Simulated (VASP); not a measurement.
# Sn in VASP: single point with PBE

Aim: the single point of Sn with PBE.

All numbers are computed with VASP 6.6.1; they aren't measurements. Logs are shortened: lines on timing, memory, paths and dates and some standing lists are left out, and cuts for length are marked.

## (1) The cell of the first run

The cell holds a slab with vacuum, 6 atoms: a = 4.706 Å, b = 4.706 Å, c = 24.320 Å, α = 90.00°, β = 90.00°, γ = 90.00°.

## (2) Single point, PBE

Input file INCAR:

```
SYSTEM = Sn
PREC = Accurate
ENCUT = 520
EDIFF = 1E-6
ISMEAR = -1
SIGMA = 0.02
LREAL = .FALSE.
LASPH = .TRUE.
NELM = 100
ALGO = Normal
ISIF = 2
LWAVE = .FALSE.
LCHARG = .TRUE.
GGA = PE
LELF = .TRUE.
LVHAR = .TRUE.
NBANDS = 51
```

Input file KPOINTS:

```
regular mesh
0
G
  7 7 1
  0 0 0
```

Input file POSCAR:

```
Sn
1.0
    4.7064645918      0.0000000000      0.0000000000
    0.0000000000      4.7064645918      0.0000000000
    0.0000000000      0.0000000000     24.3199000000
Sn
6
Direct
    0.7500000000      0.0000000000      0.3284778152
    0.2500000000      0.0000000000      0.3969206642
    0.2500000000      0.5000000000      0.4662595523
    0.7500000000      0.5000000000      0.5337404471
    0.7500000000      0.0000000000      0.6030793361
    0.2500000000      0.0000000000      0.6715221851
```

Potentials or basis: VASP PAW PBE potentials, release 64 (Sn_d).

Command:

```console
$ cat potpaw_PBE.64/Sn_d/POTCAR > POTCAR
$ mpirun -np 1 vasp_std > vasp.out
```

OUTCAR:

```text
SYSTEM = Sn
   PREC = Accurate
   ENCUT = 520
   EDIFF = 1E-6
   ISMEAR = -1
   LREAL = .FALSE.
   LASPH = .TRUE.
   NELM = 100
   ISIF = 2
   GGA = PE

 ion  position               nearest neighbor table
   1  0.750  0.000  0.328-   2 2.88   2 2.88
   2  0.250  0.000  0.397-   1 2.88   1 2.88   3 2.90   3 2.90
   3  0.250  0.500  0.466-   4 2.87   4 2.87   2 2.90   2 2.90
   4  0.750  0.500  0.534-   3 2.87   3 2.87   5 2.90   5 2.90
   5  0.750  0.000  0.603-   6 2.88   6 2.88   4 2.90   4 2.90
   6  0.250  0.000  0.672-   5 2.88   5 2.88

  LATTYP: Found a simple tetragonal cell.
 ALAT       =     4.7064645918
 C/A-ratio  =     5.1673394170

  Lattice vectors:

 A1 = (   4.7064645918,   0.0000000000,   0.0000000000)
 A2 = (   0.0000000000,   4.7064645918,   0.0000000000)
 A3 = (   0.0000000000,   0.0000000000,  24.3199000000)

Analysis of symmetry for initial positions (statically):
=====================================================================
 Subroutine PRICEL returns:
 Original cell was already a primitive cell.

 Routine SETGRP: Setting up the symmetry group for a
 simple tetragonal supercell.

 Subroutine GETGRP returns: Found  8 space group operations
 (whereof  4 operations were pure point group operations)
 out of a pool of 16 trial point group operations.

The static configuration has the point symmetry C_2h.
 The point group associated with its full space group is D_2h.

Analysis of symmetry for dynamics (positions and initial velocities):
=====================================================================
 Subroutine PRICEL returns:
 Original cell was already a primitive cell.

 Routine SETGRP: Setting up the symmetry group for a
 simple tetragonal supercell.

 Subroutine GETGRP returns: Found  8 space group operations
 (whereof  4 operations were pure point group operations)
 out of a pool of 16 trial point group operations.

The dynamic configuration has the point symmetry C_2h.
 The point group associated with its full space group is D_2h.

 Subroutine INISYM returns: Found  8 space group operations
 (whereof  4 operations are pure point group operations),
 and found     1 'primitive' translations

----------------------------------------------------------------------------------------

                                     Primitive cell

  volume of cell :     538.7055

  direct lattice vectors                    reciprocal lattice vectors
     4.706464592  0.000000000  0.000000000     0.212473712  0.000000000  0.000000000
     0.000000000  4.706464592  0.000000000     0.000000000  0.212473712  0.000000000
     0.000000000  0.000000000 24.319900000     0.000000000  0.000000000  0.041118590

  length of vectors
     4.706464592  4.706464592 24.319900000     0.212473712  0.212473712  0.041118590

  position of ions in fractional coordinates (direct lattice)
     0.750000000  0.000000000  0.328477815
     0.250000000  0.000000000  0.396920664
     0.250000000  0.500000000  0.466259552
     0.750000000  0.500000000  0.533740447
     0.750000000  0.000000000  0.603079336
     0.250000000  0.000000000  0.671522185

  ion indices of the primitive-cell ions
   primitive index   ion index
                 1           1
                 2           2
                 3           3
                 4           4
                 5           5
                 6           6

----------------------------------------------------------------------------------------

 KPOINTS: regular mesh

Automatic generation of k-mesh.
 Grid dimensions read from file:
 generate k-points for:    7    7    1

 Generating k-lattice:

  Cartesian coordinates                     Fractional coordinates (reciprocal lattice)
     0.030353387  0.000000000  0.000000000     0.142857143  0.000000000  0.000000000
     0.000000000  0.030353387  0.000000000     0.000000000  0.142857143  0.000000000
     0.000000000  0.000000000  0.041118590     0.000000000  0.000000000  1.000000000

  Length of vectors
     0.030353387  0.030353387  0.041118590

  Shift w.r.t. Gamma in fractional coordinates (k-lattice)
     0.000000000  0.000000000  0.000000000

 Subroutine IBZKPT returns following result:
 ===========================================

 Found     16 irreducible k-points:

 Following reciprocal coordinates:
            Coordinates               Weight
  0.000000  0.000000  0.000000      1.000000
  0.142857  0.000000  0.000000      2.000000
  0.000000  0.142857  0.000000      2.000000
  0.285714  0.000000  0.000000      2.000000
  0.000000  0.285714  0.000000      2.000000
  0.428571  0.000000  0.000000      2.000000
[... 8 lines left out ...]
 -0.285714  0.428571  0.000000      4.000000
  0.428571  0.428571  0.000000      4.000000
   k-points           NKPTS =     16   k-points in BZ     NKDIM =     16   number of bands    NBANDS=     51
   number of dos      NEDOS =    301   number of ions     NIONS =      6
   total plane-waves  NPLWV = 248832
   dimension x,y,z NGX =    36 NGY =   36 NGZ =  192
   dimension x,y,z NGXF=    72 NGYF=   72 NGZF=  384
   ions per type =               6
   NGX,Y,Z   is equivalent  to a cutoff of  12.72, 12.72, 13.12 a.u.
   NGXF,Y,Z  is equivalent  to a cutoff of  25.43, 25.43, 26.25 a.u.
 SYSTEM =  Sn
   PREC   = accura    normal or accurate (medium, high low for compatibility)
   ISTART =      0    job   : 0-new  1-cont  2-samecut
   ICHARG =      2    charge: 1-file 2-atom 10-const
   ISPIN  =      1    spin polarized calculation?
   LNONCOLLINEAR =      F non collinear calculations
   LSORBIT =      F    spin-orbit coupling
   LASPH  =      T    aspherical Exc in radial PAW
   ENCUT  =  520.0 eV  38.22 Ry    6.18 a.u.   8.75  8.75 45.22*2*pi/ulx,y,z
   NELM   =    100;   NELMIN=  2; NELMDL= -5     # of ELM steps
   EDIFF  = 0.1E-05   stopping-criterion for ELM
   LREAL  =      F    real-space projection
   EDIFFG = 0.1E-04   stopping-criterion for IOM
   NSW    =      0    number of steps for IOM
   IBRION =     -1    ionic relax: 0-MD 1-quasi-New 2-CG
   NFREE  =      0    steps in history (QN), initial steepest desc. (CG)
   ISIF   =      2    stress and relaxation
   ISYM   =      2    0-nonsym 1-usesym 2-fastsym
   POTIM  = 0.5000    time-step for ionic-motion
   TEBEG  =    0.0;   TEEND  =   0.0 temperature during run
   PSTRESS=    0.0 pullay stress
   NELECT =      84.0000    total number of electrons
   NUPDOWN=      -1.0000    fix difference up-down
   EMIN   =  10.00;   EMAX   =-10.00  energy-range for DOS
   EFERMI =   0.00;   METHOD = LEGACY
   ISMEAR =    -1;   SIGMA  =   0.02  broadening in eV -4-tet -1-fermi 0-gaus
   EFERMI_NEDOS =   21; number of points for ismear=-14 and -15
   IALGO  =     38    algorithm
   IMIX   =      4    mixing-type and parameters
     AMIX     =   0.40;   BMIX     =  1.00
     AMIX_MAG =   1.60;   BMIX_MAG =  1.00
  volume/ion in A,a.u.               =      89.78       605.89
  Fermi-wavevector in a.u.,A,eV,Ry     =   0.881152  1.665136 10.563954  0.776429
  Thomas-Fermi vector in A             =   2.001609
   LORBIT       =      0    0 simple, 1 ext, 2 COOP (PROOUT), +10 PAW based schemes
   GGA     = PE    functional components
   LHFCALC =     F    Hartree Fock is set to
   AEXX    =    0.0000 exact exchange contribution
   IVDW    =     0    specifies the selected vdW correction
   LEPSILON=     F    determine dielectric tensor
   LRPA    =     F    only Hartree local field effects (RPA)
 non-spin polarized calculation
  energy-cutoff  :      520.00
  volume of cell :      538.71
 maximum number of plane-waves:     14571
   NGX = 17   NGY = 17   NGZ = 91

 number of electron      83.9999960 magnetization

 Free energy of the ion-electron system (eV)
  ---------------------------------------------------
  ext. energy  EPLUGINS =         0.00000000
  ---------------------------------------------------
  free energy    TOTEN  =       -20.67751534 eV

  energy without entropy =      -20.66578184  energy(sigma->0) =      -20.67164859

 E-fermi :  -0.7290     XC(G=0):  -4.1933

 val. band max:       -0.7417182311   @ k =  -0.2857   0.4286   0.0000
 cond. band min:      -0.7203353417   @ k =   0.1429   0.1429   0.0000
 fundamental gap:      0.0213828894
 Fermi energy:        -0.7289535212

 k-point     1 :       0.0000    0.0000    0.0000
  band No.  band energies     occupation
      1     -22.0972      2.00000
      2     -22.0421      2.00000
      3     -22.0315      2.00000
      4     -22.0314      2.00000
      5     -22.0129      2.00000
      6     -22.0096      2.00000
[... 43 lines left out ...]
     50       2.4362      0.00000
     51       3.3178      0.00000

 k-point     2 :       0.1429    0.0000    0.0000
  band No.  band energies     occupation
      1     -22.1011      2.00000
      2     -22.0429      2.00000
      3     -22.0338      2.00000
      4     -22.0305      2.00000
      5     -22.0179      2.00000
      6     -22.0179      2.00000
[... 43 lines left out ...]
     50       2.4697      0.00000
     51       3.1893      0.00000

 k-point     3 :       0.0000    0.1429    0.0000
  band No.  band energies     occupation
      1     -22.0979      2.00000
      2     -22.0523      2.00000
      3     -22.0340      2.00000
      4     -22.0318      2.00000
      5     -22.0019      2.00000
      6     -21.9992      2.00000
[... 43 lines left out ...]
     50       2.5194      0.00000
     51       3.2855      0.00000
[... 595 lines left out ...]
 k-point    15 :      -0.2857    0.4286    0.0000
  band No.  band energies     occupation
      1     -22.1056      2.00000
      2     -22.0650      2.00000
      3     -22.0390      2.00000
      4     -22.0367      2.00000
      5     -22.0195      2.00000
      6     -22.0007      2.00000
[... 43 lines left out ...]
     50       3.4670      0.00000
     51       3.6970      0.00000

 k-point    16 :       0.4286    0.4286    0.0000
  band No.  band energies     occupation
      1     -22.0953      2.00000
      2     -22.0788      2.00000
      3     -22.0395      2.00000
      4     -22.0358      2.00000
      5     -22.0258      2.00000
      6     -22.0165      2.00000
[... 43 lines left out ...]
     50       3.6404      0.00000
     51       3.8293      0.00000

------------------------ aborting loop because EDIFF is reached ----------------------------------------

  FORCE on cell =-STRESS in cart. coord.  units (eV):
  Direction    XX          YY          ZZ          XY          YZ          ZX
  --------------------------------------------------------------------------------------
  -------------------------------------------------------------------------------------
  Total       -0.0441626     -1.6438730     -0.0669437      0.0000000      0.0000000     -0.0000000
  in kB       -0.1313451     -4.8890838     -0.1990990      0.0000000      0.0000000     -0.0000000
  external PRESSURE =      -1.7398426 kB  Pullay stress =       0.0000000 kB

 VOLUME and BASIS-vectors are now :
 -----------------------------------------------------------------------------
  energy-cutoff  :      520.00
  volume of cell :      538.71
      direct lattice vectors                 reciprocal lattice vectors
     4.706464592  0.000000000  0.000000000     0.212473712  0.000000000  0.000000000
     0.000000000  4.706464592  0.000000000     0.000000000  0.212473712  0.000000000
     0.000000000  0.000000000 24.319900000     0.000000000  0.000000000  0.041118590

 POSITION                                       TOTAL-FORCE (eV/Angst)
 -----------------------------------------------------------------------------------
      3.52985      0.00000      7.98855         0.000000     -0.000000      0.001731
      1.17662      0.00000      9.65307         0.000000     -0.000000     -0.004897
      1.17662      2.35323     11.33939        -0.000000      0.000000      0.001439
      3.52985      2.35323     12.98051        -0.000000     -0.000000     -0.001439
      3.52985      0.00000     14.66683         0.000000     -0.000000      0.004897
      1.17662      0.00000     16.33135        -0.000000     -0.000000     -0.001731
 -----------------------------------------------------------------------------------
    total drift:                                0.000000      0.000000      0.000009

  FREE ENERGIE OF THE ION-ELECTRON SYSTEM (eV)
  ---------------------------------------------------
  free  energy   TOTEN  =       -20.6775153394 eV

  energy  without entropy=      -20.6657818445  energy(sigma->0) =      -20.67164859
```

Wall time 10 min (1 thread of Intel Xeon Platinum 8259CL at 2.50GHz (Skylake/Cascade Lake), shared host); peak memory 0.67 GiB.

What came out:

| Property | Result |
| --- | --- |
| Free energy | -20.6775 eV |
| Largest force | 0.005 eV/Å |
| Band gap on the k mesh | zero (bands 42 and 43 overlap by 0.80 eV) |

Forces on the atoms (eV/Å):
```
Sn   0.000  0.000  0.002
Sn   0.000  0.000 -0.005
Sn   0.000  0.000  0.001
Sn   0.000  0.000 -0.001
Sn   0.000  0.000  0.005
Sn   0.000  0.000 -0.002
```

Caveat: there is no dipole correction, which matters where the two faces differ; spin-orbit coupling is left out, which moves the levels of the heavy elements.

The gap in the log of VASP goes by the Fermi energy; the results here count the filled bands.